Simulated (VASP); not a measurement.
# Re (R-3m) in VASP: single point with PBE

Aim: the single point of Re with PBE.

All numbers are computed with VASP 6.6.1; they aren't measurements. Logs are shortened: lines on timing, memory, paths and dates and some standing lists are left out, and cuts for length are marked.

### Step 1. The cell of the first run

It takes space group R-3m (No. 166, trigonal). Conventional cell: a = 2.865 Å, b = 2.865 Å, c = 12.488 Å, α = 90.00°, β = 90.00°, γ = 120.00°. Within 3.2 Å of Re (site symmetry 3m) lie 12 Re at 2.41 to 2.93 Å.

### Step 2. Single point, PBE

Input file INCAR:

```
PREC = Accurate
ENCUT = 560
EDIFF = 1E-6
ISMEAR = 0
SIGMA = 0.1
LREAL = False
LASPH = True
NELM = 120
ALGO = Normal
ISIF = 2
LWAVE = False
LCHARG = False
GGA = PE
NBANDS = 22
GGA_COMPAT = False
```

Input file KPOINTS:

```
Automatic mesh
0
Gamma
  6 6 6
```

Input file POSCAR:

```
Re
1.0
    1.4326931800      0.8271657900      4.1627122900
   -1.4326931800      0.8271657900      4.1627122900
    0.0000000000     -1.6543315900      4.1627122900
Re
2
Direct
    0.2366874000      0.2366874000      0.2366874000
    0.7633126000      0.7633126000      0.7633126000
```

Potentials or basis: VASP PAW PBE potentials, release 64 (Re_sv_GW).

Run with:

```
$ cat potpaw_PBE.64/Re_sv_GW/POTCAR > POTCAR
$ mpirun -np 1 vasp_std > vasp.out
```

OUTCAR:

```text
PREC = Accurate
   ENCUT = 560
   EDIFF = 1E-6
   ISMEAR = 0
   LREAL = False
   LASPH = True
   NELM = 120
   ISIF = 2
   GGA = PE

 ion  position               nearest neighbor table
   1  0.237  0.237  0.237-   2 2.41   2 2.41   2 2.41   2 2.93   2 2.93   2 2.93
   2  0.763  0.763  0.763-   1 2.41   1 2.41   1 2.41   1 2.93   1 2.93   1 2.93

  LATTYP: Found a trigonal (rhomboedric) cell.
 ALAT       =     4.4793957853
 COS(alpha) =     0.7954038257

  Lattice vectors:

 A1 = (   1.4326931800,   0.8271657900,   4.1627122900)
 A2 = (  -1.4326931800,   0.8271657900,   4.1627122900)
 A3 = (   0.0000000000,  -1.6543315900,   4.1627122900)

Analysis of symmetry for initial positions (statically):
=====================================================================
 Subroutine PRICEL returns:
 Original cell was already a primitive cell.

 Routine SETGRP: Setting up the symmetry group for a
 trigonal (rhombohedral) supercell.

 Subroutine GETGRP returns: Found 12 space group operations
 (whereof 12 operations were pure point group operations)
 out of a pool of 12 trial point group operations.

The static configuration has the point symmetry D_3d.

Analysis of symmetry for dynamics (positions and initial velocities):
=====================================================================
 Subroutine PRICEL returns:
 Original cell was already a primitive cell.

 Routine SETGRP: Setting up the symmetry group for a
 trigonal (rhombohedral) supercell.

 Subroutine GETGRP returns: Found 12 space group operations
 (whereof 12 operations were pure point group operations)
 out of a pool of 12 trial point group operations.

The dynamic configuration has the point symmetry D_3d.

 Subroutine INISYM returns: Found 12 space group operations
 (whereof 12 operations are pure point group operations),
 and found     1 'primitive' translations

----------------------------------------------------------------------------------------

                                     Primitive cell

  volume of cell :      29.5988

  direct lattice vectors                    reciprocal lattice vectors
     1.432693180  0.827165790  4.162712290     0.348993076  0.201491246  0.080075996
    -1.432693180  0.827165790  4.162712290    -0.348993076  0.201491246  0.080075996
     0.000000000 -1.654331590  4.162712290     0.000000000 -0.402982493  0.080075996

[... 78 lines left out ...]
   LNONCOLLINEAR =      F non collinear calculations
   LSORBIT =      F    spin-orbit coupling
   LASPH  =      T    aspherical Exc in radial PAW
   ENCUT  =  560.0 eV  41.16 Ry    6.42 a.u.   8.64  8.64  8.64*2*pi/ulx,y,z
   NELM   =    120;   NELMIN=  2; NELMDL= -5     # of ELM steps
   EDIFF  = 0.1E-05   stopping-criterion for ELM
   LREAL  =      F    real-space projection
   EDIFFG = 0.1E-04   stopping-criterion for IOM
   NSW    =      0    number of steps for IOM
   IBRION =     -1    ionic relax: 0-MD 1-quasi-New 2-CG
   NFREE  =      0    steps in history (QN), initial steepest desc. (CG)
   ISIF   =      2    stress and relaxation
   ISYM   =      2    0-nonsym 1-usesym 2-fastsym
   POTIM  = 0.5000    time-step for ionic-motion
   TEBEG  =    0.0;   TEEND  =   0.0 temperature during run
   PSTRESS=    0.0 pullay stress
   NELECT =      30.0000    total number of electrons
   NUPDOWN=      -1.0000    fix difference up-down
   EMIN   =  10.00;   EMAX   =-10.00  energy-range for DOS
   EFERMI =   0.00;   METHOD = LEGACY
   ISMEAR =     0;   SIGMA  =   0.10  broadening in eV -4-tet -1-fermi 0-gaus
   EFERMI_NEDOS =   21; number of points for ismear=-14 and -15
   IALGO  =     38    algorithm
   IMIX   =      4    mixing-type and parameters
     AMIX     =   0.40;   BMIX     =  1.00
     AMIX_MAG =   1.60;   BMIX_MAG =  1.00
  volume/ion in A,a.u.               =      14.80        99.87
  Fermi-wavevector in a.u.,A,eV,Ry     =   1.644463  3.107585 36.793673  2.704259
  Thomas-Fermi vector in A             =   2.734425
   LORBIT       =      0    0 simple, 1 ext, 2 COOP (PROOUT), +10 PAW based schemes
   GGA     = PE    functional components
   LHFCALC =     F    Hartree Fock is set to
   AEXX    =    0.0000 exact exchange contribution
   IVDW    =     0    specifies the selected vdW correction
   LEPSILON=     F    determine dielectric tensor
   LRPA    =     F    only Hartree local field effects (RPA)
 non-spin polarized calculation
 Gauss-broadening in eV      SIGMA  =   0.10
  energy-cutoff  :      560.00
  volume of cell :       29.60
 maximum number of plane-waves:       910
 NGX is ok and might be reduce to    36
   NGX = 17   NGY = 17   NGZ = 17

 number of electron      30.0000000 magnetization

 Free energy of the ion-electron system (eV)
  ---------------------------------------------------
  ext. energy  EPLUGINS =         0.00000000
  ---------------------------------------------------
  free energy    TOTEN  =       -26.72157166 eV

  energy without entropy =      -26.71004684  energy(sigma->0) =      -26.71580925

 E-fermi :  13.2620     XC(G=0): -14.1064

 val. band max:       13.2563783180   @ k =  -0.1667   0.1667   0.1667
 cond. band min:      13.2680027637   @ k =   0.3333   0.3333   0.0000
 fundamental gap:      0.0116244457
 Fermi energy:        13.2620238526

 k-point     1 :       0.0000    0.0000    0.0000
  band No.  band energies     occupation
      1     -67.0348      2.00000
      2     -66.7093      2.00000
      3     -29.7007      2.00000
      4     -28.7083      2.00000
      5     -28.7083      2.00000
      6     -28.1927      2.00000
[... 589 lines left out ...]
     21      22.4632      0.00000
     22      23.0055      0.00000

 [... further k-points ...]

------------------------ aborting loop because EDIFF is reached ----------------------------------------

  FORCE on cell =-STRESS in cart. coord.  units (eV):
  Direction    XX          YY          ZZ          XY          YZ          ZX
  --------------------------------------------------------------------------------------
  -------------------------------------------------------------------------------------
  Total        3.9174369      3.9174369     10.5565532      0.0000000     -0.0000000      0.0000000
  in kB      212.0504428    212.0504429    571.4251086      0.0000000     -0.0000005      0.0000000
  external PRESSURE =     331.8419981 kB  Pullay stress =       0.0000000 kB

 VOLUME and BASIS-vectors are now :
 -----------------------------------------------------------------------------
  energy-cutoff  :      560.00
  volume of cell :       29.60
      direct lattice vectors                 reciprocal lattice vectors
     1.432693180  0.827165790  4.162712290     0.348993076  0.201491246  0.080075996
    -1.432693180  0.827165790  4.162712290    -0.348993076  0.201491246  0.080075996
     0.000000000 -1.654331590  4.162712290     0.000000000 -0.402982493  0.080075996

 POSITION                                       TOTAL-FORCE (eV/Angst)
 -----------------------------------------------------------------------------------
      0.00000     -0.00000      2.95578         0.000000     -0.000000      5.347031
      0.00000     -0.00000      9.53235         0.000000      0.000000     -5.347031
 -----------------------------------------------------------------------------------
    total drift:                                0.000000      0.000000      0.000000

  FREE ENERGIE OF THE ION-ELECTRON SYSTEM (eV)
  ---------------------------------------------------
  free  energy   TOTEN  =       -26.7215716632 eV

  energy  without entropy=      -26.7100468371  energy(sigma->0) =      -26.71580925
```

Run time: 51 s. Hardware: 1 thread of Intel Xeon Platinum 8259CL at 2.50GHz (Skylake/Cascade Lake), shared host; peak memory 0.21 GiB.

What came out:

```yaml
Free_energy: -26.7216 eV
Pressure: 33.2 GPa
Largest_force: 5.347 eV/Å
Band_gap_on_the_k_mesh: zero (bands 15 and 16 overlap by 3.45 eV)
```

Forces in eV/Å, atoms in the order of the input:
```
Re   0.000  0.000  5.347
Re   0.000  0.000 -5.347
```

Stress tensor (GPa, compression positive):
```
21.21  0.00  0.00
 0.00 21.21  0.00
 0.00  0.00 57.14
```

Levels at points of the mesh, in eV from the Fermi level:
| k point | band 13 | band 14 | band 15 | band 16 | band 17 | band 18 |
| --- | --- | --- | --- | --- | --- | --- |
| (0.00, 0.00, 0.00) | -3.19 | -3.19 | -0.85 | 1.79 | 1.79 | 3.05 |
| (0.50, 0.00, 0.00) | -2.45 | -2.00 | -0.75 | 1.16 | 2.56 | 3.56 |
| (0.50, 0.50, 0.00) | -0.41 | -0.19 | 2.28 | 2.46 | 3.10 | 3.81 |
| (0.50, 0.50, 0.50) | -2.62 | -2.48 | -2.48 | 0.34 | 0.85 | 0.85 |

Caveat: the k points lie up to 0.43 Å⁻¹ apart, too coarse for converged energies and pressures of a metal; spin-orbit coupling is left out, which moves the levels of the heavy elements; forces of over 1 eV/Å act on the atoms, so gaps and moduli don't describe the material at rest.
